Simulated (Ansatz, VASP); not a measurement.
# NbPdSe4: VASP beside Ansatz

```
Nb Pd Se
1.0
     3.60735    0.00000    0.00000
    -1.80368    3.12406    0.00000
     0.00000    0.00000   13.23476
Nb Pd Se
1 1 4
Direct
  0.00000 0.00000 0.50000
  0.00000 0.00000 0.00000
  0.33333 0.66667 0.89518
  0.33333 0.66667 0.37786
  0.66667 0.33333 0.62214
  0.66667 0.33333 0.10482
```

Alike in both runs: task single point; functional PBE; k mesh 12 × 12 × 4; occupations gaussian, width 0.1 eV; no spin polarisation.

|  | VASP | Ansatz |
| --- | --- | --- |
| version | VASP 6.6.1 | Ansatz 0.2.0 |
| potentials or method | VASP PAW PBE potentials, release 64 (Nb_sv, Pd, Se), cutoff 520 eV | scalar-relativistic, plane waves, PAW |
| valence electrons in the cell | 47 | 95 |

|  | VASP | Ansatz | Ansatz less VASP |
| --- | --- | --- | --- |
| gap on the k mesh at the Fermi level (eV) | none | none | - |
| pressure (GPa) | 0.0 | 0.0 | +0.01 |

A gap of «none» marks a metal or a gap that the smearing closes. The functional is the same, so the differences come from potentials, cutoffs and numerics. VASP's potentials hold 47 valence electrons a cell and Ansatz's 95, so a difference there can come from the potentials and not from the codes.
